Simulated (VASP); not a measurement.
# ReS (Fm-3m) in VASP: a series of runs

Runs on ReS. Level: r2SCAN. Tasks: single point.

Everything below comes from runs of VASP 6.6.1. Logs are shortened: lines on timing, memory, paths and dates and some standing lists are left out, and cuts for length are marked.

## Step 1: The cell of the first run

The structure is cubic, space group Fm-3m (No. 225). The conventional cell has a = 4.612 Å, b = 4.612 Å, c = 4.612 Å, α = 90.00°, β = 90.00°, γ = 90.00°. Re (site symmetry m-3m) has 6 S at 2.31 Å within 3.0 Å. Within 3.0 Å of S (site symmetry m-3m) lie 6 Re at 2.31 Å.

## Step 2: Single point, r2SCAN

POSCAR reads:

```
ReS
1.0
    0.0000000000      2.3061271303      2.3061271303
    2.3061271303      0.0000000000      2.3061271303
    2.3061271303      2.3061271303      0.0000000000
Re S
1 1
Direct
    0.0000000000      0.0000000000      0.0000000000
    0.5000000000      0.5000000000      0.5000000000
```

INCAR.step1 reads:

```
ALGO     = Normal         # electronic algorithm
EDIFF    = 1E-4           # SCF threshold, eV
ENCUT    = 520            # plane-wave cutoff, eV
GGA      = PE             # functional
ISMEAR   = 0              # smearing method
LASPH    = True           # aspherical terms in the spheres
LCHARG   = False          # write CHGCAR
LREAL    = False          # projectors in reciprocal space
LWAVE    = True           # write WAVECAR
NBANDS   = 14             # bands
NELM     = 60             # most SCF steps
PREC     = Accurate       # precision mode
SIGMA    = 0.1            # smearing width, eV
```

INCAR.step2 reads:

```
ALGO     = Normal         # electronic algorithm
EDIFF    = 1E-7           # SCF threshold, eV
ENCUT    = 520            # plane-wave cutoff, eV
ISIF     = 2              # what is computed and relaxed
ISMEAR   = 0              # smearing method
ISTART   = 1            
LASPH    = True           # aspherical terms in the spheres
LCHARG   = False          # write CHGCAR
LMIXTAU  = True         
LREAL    = False          # projectors in reciprocal space
LWAVE    = False          # write WAVECAR
METAGGA  = R2SCAN         # meta-GGA
NBANDS   = 14             # bands
NELM     = 60             # most SCF steps
PREC     = Accurate       # precision mode
SIGMA    = 0.1            # smearing width, eV
```

KPOINTS reads:

```
k-points
0
Gamma
  14 14 14
```

Potentials or basis: VASP PAW PBE potentials, release 64 (Re, S).

Command:

```bash
> cat potpaw_PBE.64/Re/POTCAR potpaw_PBE.64/S/POTCAR > POTCAR
> cp INCAR.step1 INCAR
> mpirun -np 1 vasp_std > vasp.out
> cp INCAR.step2 INCAR
> mpirun -np 1 vasp_std > vasp.out
```

OUTCAR:

```text
EDIFF = 1E-7
   ENCUT = 520
   ISIF = 2
   ISMEAR = 0
   ISTART = 1
   LASPH = True
   LREAL = False
   METAGGA = R2SCAN
   NELM = 60
   PREC = Accurate

 ion  position               nearest neighbor table
   1  0.000  0.000  0.000-   2 2.31   2 2.31   2 2.31   2 2.31   2 2.31   2 2.31
   2  0.500  0.500  0.500-   1 2.31   1 2.31   1 2.31   1 2.31   1 2.31   1 2.31

  LATTYP: Found a face centered cubic cell.
 ALAT       =     4.6122542606

  Lattice vectors:

 A1 = (   0.0000000000,   2.3061271303,   2.3061271303)
 A2 = (   2.3061271303,   0.0000000000,   2.3061271303)
 A3 = (   2.3061271303,   2.3061271303,   0.0000000000)

Analysis of symmetry for initial positions (statically):
=====================================================================
 Subroutine PRICEL returns:
 Original cell was already a primitive cell.

 Routine SETGRP: Setting up the symmetry group for a
 face centered cubic supercell.

 Subroutine GETGRP returns: Found 48 space group operations
 (whereof 48 operations were pure point group operations)
 out of a pool of 48 trial point group operations.

The static configuration has the point symmetry O_h .

Analysis of symmetry for dynamics (positions and initial velocities):
=====================================================================
 Subroutine PRICEL returns:
 Original cell was already a primitive cell.

 Routine SETGRP: Setting up the symmetry group for a
 face centered cubic supercell.

 Subroutine GETGRP returns: Found 48 space group operations
 (whereof 48 operations were pure point group operations)
 out of a pool of 48 trial point group operations.

The dynamic configuration has the point symmetry O_h .

 Subroutine INISYM returns: Found 48 space group operations
 (whereof 48 operations are pure point group operations),
 and found     1 'primitive' translations

----------------------------------------------------------------------------------------

                                     Primitive cell

  volume of cell :      24.5290

  direct lattice vectors                    reciprocal lattice vectors
     0.000000000  2.306127130  2.306127130    -0.216813719  0.216813719  0.216813719
     2.306127130  0.000000000  2.306127130     0.216813719 -0.216813719  0.216813719
     2.306127130  2.306127130  0.000000000     0.216813719  0.216813719 -0.216813719

  length of vectors
     3.261356264  3.261356264  3.261356264     0.375532377  0.375532377  0.375532377

  position of ions in fractional coordinates (direct lattice)
     0.000000000  0.000000000  0.000000000
     0.500000000  0.500000000  0.500000000

  ion indices of the primitive-cell ions
   primitive index   ion index
                 1           1
                 2           2

----------------------------------------------------------------------------------------

 KPOINTS: k-points

Automatic generation of k-mesh.
 Grid dimensions read from file:
 generate k-points for:   14   14   14

 Generating k-lattice:

  Cartesian coordinates                     Fractional coordinates (reciprocal lattice)
    -0.015486694  0.015486694  0.015486694     0.071428571  0.000000000  0.000000000
     0.015486694 -0.015486694  0.015486694     0.000000000  0.071428571  0.000000000
     0.015486694  0.015486694 -0.015486694     0.000000000  0.000000000  0.071428571

  Length of vectors
     0.026823741  0.026823741  0.026823741

  Shift w.r.t. Gamma in fractional coordinates (k-lattice)
     0.000000000  0.000000000  0.000000000

 Subroutine IBZKPT returns following result:
 ===========================================

 Found    104 irreducible k-points:

 Following reciprocal coordinates:
            Coordinates               Weight
  0.000000  0.000000  0.000000      1.000000
  0.071429  0.000000  0.000000      8.000000
  0.142857  0.000000  0.000000      8.000000
  0.214286  0.000000  0.000000      8.000000
  0.285714  0.000000  0.000000      8.000000
  0.357143  0.000000  0.000000      8.000000
[... 16 lines left out ...]
  0.214286  0.142857  0.000000     24.000000
  0.285714  0.142857  0.000000     24.000000
 [... further k-points ...]
   k-points           NKPTS =    104   k-points in BZ     NKDIM =    104   number of bands    NBANDS=     14
   number of dos      NEDOS =    301   number of ions     NIONS =      2
   total plane-waves  NPLWV =  13824
   dimension x,y,z NGX =    24 NGY =   24 NGZ =   24
   dimension x,y,z NGXF=    48 NGYF=   48 NGZF=   48
   ions per type =               1   1
   NGX,Y,Z   is equivalent  to a cutoff of  12.23, 12.23, 12.23 a.u.
   NGXF,Y,Z  is equivalent  to a cutoff of  24.47, 24.47, 24.47 a.u.
 SYSTEM =  unknown system
   PREC   = accura    normal or accurate (medium, high low for compatibility)
   ISTART =      1    job   : 0-new  1-cont  2-samecut
   ICHARG =      0    charge: 1-file 2-atom 10-const
   ISPIN  =      1    spin polarized calculation?
   LNONCOLLINEAR =      F non collinear calculations
   LSORBIT =      F    spin-orbit coupling
   LASPH  =      T    aspherical Exc in radial PAW
   ENCUT  =  520.0 eV  38.22 Ry    6.18 a.u.   6.06  6.06  6.06*2*pi/ulx,y,z
   NELM   =     60;   NELMIN=  2; NELMDL=  0     # of ELM steps
   EDIFF  = 0.1E-06   stopping-criterion for ELM
   LREAL  =      F    real-space projection
   EDIFFG = 0.1E-05   stopping-criterion for IOM
   NSW    =      0    number of steps for IOM
   IBRION =     -1    ionic relax: 0-MD 1-quasi-New 2-CG
   NFREE  =      0    steps in history (QN), initial steepest desc. (CG)
   ISIF   =      2    stress and relaxation
   ISYM   =      2    0-nonsym 1-usesym 2-fastsym
   POTIM  = 0.5000    time-step for ionic-motion
   TEBEG  =    0.0;   TEEND  =   0.0 temperature during run
   PSTRESS=    0.0 pullay stress
   NELECT =      13.0000    total number of electrons
   NUPDOWN=      -1.0000    fix difference up-down
   EMIN   =  10.00;   EMAX   =-10.00  energy-range for DOS
   EFERMI =   0.00;   METHOD = LEGACY
   ISMEAR =     0;   SIGMA  =   0.10  broadening in eV -4-tet -1-fermi 0-gaus
   EFERMI_NEDOS =   21; number of points for ismear=-14 and -15
   IALGO  =     38    algorithm
   IMIX   =      4    mixing-type and parameters
     AMIX     =   0.40;   BMIX     =  1.00
     AMIX_MAG =   1.60;   BMIX_MAG =  1.00
  volume/ion in A,a.u.               =      12.26        82.76
  Fermi-wavevector in a.u.,A,eV,Ry     =   1.324838  2.503580 23.880880  1.755195
  Thomas-Fermi vector in A             =   2.454343
   LORBIT       =      0    0 simple, 1 ext, 2 COOP (PROOUT), +10 PAW based schemes
   METAGGA = R2SCAN    functional components
   LHFCALC =     F    Hartree Fock is set to
   AEXX    =    0.0000 exact exchange contribution
   IVDW    =     0    specifies the selected vdW correction
   LEPSILON=     F    determine dielectric tensor
   LRPA    =     F    only Hartree local field effects (RPA)
 non-spin polarized calculation
 Gauss-broadening in eV      SIGMA  =   0.10
  energy-cutoff  :      520.00
  volume of cell :       24.53
 maximum number of plane-waves:       674
   NGX = 13   NGY = 13   NGZ = 13

 number of electron      13.0000000 magnetization

 Free energy of the ion-electron system (eV)
  ---------------------------------------------------
  ext. energy  EPLUGINS =         0.00000000
  ---------------------------------------------------
  free energy    TOTEN  =       -57.56067570 eV

  energy without entropy =      -57.54753773  energy(sigma->0) =      -57.55410672

 E-fermi :  11.9735     XC(G=0): -14.4103

 val. band max:       11.9652615625   @ k =  -0.4286   0.2143   0.0000
 cond. band min:      11.9811218234   @ k =  -0.1429   0.2143   0.0714
 fundamental gap:      0.0158602609
 Fermi energy:        11.9734571690

 k-point     1 :       0.0000    0.0000    0.0000
  band No.  band energies     occupation
      1      -7.7202      2.00000
      2       7.7800      2.00000
      3       7.7800      2.00000
      4       7.7800      2.00000
      5       8.4084      2.00000
      6       8.4084      2.00000
      7       8.4100      2.00000
      8       8.4100      2.00000
      9       8.4100      2.00000
     10      17.1201      0.00000
     11      21.4265      0.00000
     12      27.1772      0.00000
     13      27.1772      0.00000
     14      27.1772      0.00000

 k-point     2 :       0.0714    0.0000    0.0000
  band No.  band energies     occupation
      1      -7.6071      2.00000
      2       6.9347      2.00000
      3       7.0389      2.00000
      4       7.0389      2.00000
      5       7.9974      2.00000
      6       7.9974      2.00000
      7       8.9301      2.00000
      8       9.8434      2.00000
      9       9.8434      2.00000
     10      17.5107      0.00000
     11      21.6718      0.00000
     12      26.5451      0.00000
     13      26.8261      0.00000
     14      26.8261      0.00000

 k-point     3 :       0.1429    0.0000    0.0000
  band No.  band energies     occupation
      1      -7.2749      2.00000
      2       5.6166      2.00000
      3       5.9297      2.00000
      4       5.9297      2.00000
      5       8.3421      2.00000
      6       8.3421      2.00000
      7       9.4315      2.00000
      8      11.4390      2.00000
      9      11.4390      2.00000
     10      18.4807      0.00000
     11      22.1403      0.00000
     12      25.4583      0.00000
     13      25.7750      0.00000
     14      25.7750      0.00000

 k-point     4 :       0.2143    0.0000    0.0000
  band No.  band energies     occupation
      1      -6.7468      2.00000
      2       4.1931      2.00000
      3       4.9988      2.00000
      4       4.9988      2.00000
      5       8.9099      2.00000
      6       8.9099      2.00000
      7       9.8646      2.00000
      8      13.1401      0.00000
      9      13.1401      0.00000
     10      19.2943      0.00000
     11      22.0970      0.00000
     12      24.2018      0.00000
     13      24.2018      0.00000
     14      25.6850      0.00000

 k-point     5 :       0.2857    0.0000    0.0000
  band No.  band energies     occupation
      1      -6.0653      2.00000
      2       2.7941      2.00000
      3       4.2649      2.00000
      4       4.2649      2.00000
      5       9.6485      2.00000
      6       9.6485      2.00000
      7      10.3720      2.00000
      8      14.8874      0.00000
      9      14.8874      0.00000
     10      18.4814      0.00000
     11      22.4484      0.00000
[... 276 lines left out ...]
 k-point    22 :       0.1429    0.1429    0.0000
  band No.  band energies     occupation
      1      -7.1587      2.00000
      2       4.4660      2.00000
      3       6.6420      2.00000
      4       6.6420      2.00000
      5       7.1882      2.00000
      6       8.6654      2.00000
      7      10.4248      2.00000
      8      10.4248      2.00000
      9      12.0637      0.20202
     10      19.2788      0.00000
     11      22.6437      0.00000
     12      24.7263      0.00000
     13      24.7263      0.00000
     14      26.1690      0.00000

 k-point    23 :       0.2143    0.1429    0.0000
  band No.  band energies     occupation
      1      -6.8112      2.00000
      2       3.6506      2.00000
      3       5.8804      2.00000
      4       6.1185      2.00000
      5       7.4154      2.00000
      6       9.0277      2.00000
      7      10.8799      2.00000
      8      11.3402      2.00000
      9      13.1366      0.00000
     10      20.3438      0.00000
     11      22.7370      0.00000
     12      23.7411      0.00000
     13      23.8006      0.00000
     14      25.1489      0.00000

 k-point    24 :       0.2857    0.1429    0.0000
  band No.  band energies     occupation
      1      -6.3080      2.00000
      2       2.8760      2.00000
      3       4.9054      2.00000
      4       5.3521      2.00000
      5       7.9081      2.00000
      6       9.7518      2.00000
      7      11.2336      2.00000
      8      12.5208      0.00000
      9      14.6542      0.00000
     10      20.0277      0.00000
     11      22.2313      0.00000
     12      22.7090      0.00000
     13      23.2886      0.00000
     14      25.6825      0.00000

 [... further k-points ...]

------------------------ aborting loop because EDIFF is reached ----------------------------------------

  FORCE on cell =-STRESS in cart. coord.  units (eV):
  Direction    XX          YY          ZZ          XY          YZ          ZX
  --------------------------------------------------------------------------------------
  -------------------------------------------------------------------------------------
  Total        9.8118411      9.8118411      9.8118411      0.0000000      0.0000000     -0.0000000
  in kB      640.8868455    640.8868455    640.8868455      0.0000000      0.0000000     -0.0000000
  external PRESSURE =     640.8868455 kB  Pullay stress =       0.0000000 kB

 VOLUME and BASIS-vectors are now :
 -----------------------------------------------------------------------------
  energy-cutoff  :      520.00
  volume of cell :       24.53
      direct lattice vectors                 reciprocal lattice vectors
     0.000000000  2.306127130  2.306127130    -0.216813719  0.216813719  0.216813719
     2.306127130  0.000000000  2.306127130     0.216813719 -0.216813719  0.216813719
     2.306127130  2.306127130  0.000000000     0.216813719  0.216813719 -0.216813719

 POSITION                                       TOTAL-FORCE (eV/Angst)
 -----------------------------------------------------------------------------------
      0.00000      0.00000      0.00000         0.000000      0.000000      0.000000
      2.30613      2.30613      2.30613         0.000000      0.000000      0.000000
 -----------------------------------------------------------------------------------
    total drift:                                0.000000     -0.000000     -0.000000

  FREE ENERGIE OF THE ION-ELECTRON SYSTEM (eV)
  ---------------------------------------------------
  free  energy   TOTEN  =       -57.5606757037 eV

  energy  without entropy=      -57.5475377280  energy(sigma->0) =      -57.55410672
```

It took 2.5 min on 1 thread of Intel Xeon 8259CL, shared host; peak memory 0.17 GiB.

Results:

- Free energy: -57.5607 eV
- Pressure: 64.1 GPa
- Band gap on the k mesh: zero (an odd number of electrons rules out a gap without spin polarisation)

Caveat: the cell stands under pressure; the PAW data sets were made with another functional, which shifts forces and pressure a little; spin-orbit coupling is left out, which moves the levels of the heavy elements; an odd number of electrons without spin polarisation forces a metal; a magnetic or distorted state may lie lower.

## Step 3: Single point, r2SCAN

This run uses another cell than the first one, of 14.73 Å³/atom.

POSCAR reads:

```
ReS
1.0
    0.0000000000      2.4515881374      2.4515881374
    2.4515881374      0.0000000000      2.4515881374
    2.4515881374      2.4515881374      0.0000000000
Re S
1 1
Direct
    0.0000000000      0.0000000000      0.0000000000
    0.5000000000      0.5000000000      0.5000000000
```

INCAR.step1 reads:

```
PREC = Accurate
ENCUT = 520
ISMEAR = 0
SIGMA = 0.1
LREAL = F
LASPH = T
NELM = 80
NBANDS = 14
GGA = PE
ALGO = Normal
EDIFF = 1E-4
LWAVE = T
LCHARG = F
```

INCAR.step2 reads:

```
PREC = Accurate
ENCUT = 520
EDIFF = 1E-6
ISMEAR = 0
SIGMA = 0.1
LREAL = F
LASPH = T
NELM = 80
ALGO = Normal
ISIF = 2
LWAVE = F
LCHARG = F
METAGGA = R2SCAN
LMIXTAU = T
NBANDS = 14
ISTART = 1
```

KPOINTS reads:

```
Automatic mesh
0
Gamma
  14 14 14
```

Potentials or basis: VASP PAW PBE potentials, release 64 (Re, S).

Command:

```bash
> cat potpaw_PBE.64/Re/POTCAR potpaw_PBE.64/S/POTCAR > POTCAR
> cp INCAR.step1 INCAR
> mpirun -np 1 vasp_std > vasp.out
> cp INCAR.step2 INCAR
> mpirun -np 1 vasp_std > vasp.out
```

Wall time 5.8 min (1 thread of Intel Xeon 8259CL, shared host); peak memory 0.2 GiB.

It converged, with:

* Free energy: -58.4210 eV
* Pressure: 1.6 GPa
* Band gap on the k mesh: zero (an odd number of electrons rules out a gap without spin polarisation)

Levels at points of the mesh, in eV from the Fermi level:
| k point | band 2 | band 3 | band 4 | band 5 | band 6 | band 7 | band 8 | band 9 | band 10 | band 11 |
| --- | --- | --- | --- | --- | --- | --- | --- | --- | --- | --- |
| (0.00, 0.00, 0.00) | -3.30 | -3.30 | -3.30 | -3.02 | -3.02 | -3.02 | -2.56 | -2.56 | 3.16 | 9.86 |
| (0.50, 0.00, 0.00) | -10.01 | -7.19 | -7.19 | -0.34 | -0.34 | 0.29 | 2.79 | 5.62 | 5.62 | 6.36 |
| (0.50, 0.50, 0.00) | -7.59 | -4.94 | -4.92 | -4.92 | -1.40 | 0.46 | 0.46 | 0.55 | 2.86 | 11.81 |

Caveat: the PAW data sets were made with another functional, which shifts forces and pressure a little; spin-orbit coupling is left out, which moves the levels of the heavy elements; an odd number of electrons without spin polarisation forces a metal; a magnetic or distorted state may lie lower.

[end of part 1 of 2]

The gap in the log of VASP goes by the Fermi energy; the results here count the filled bands.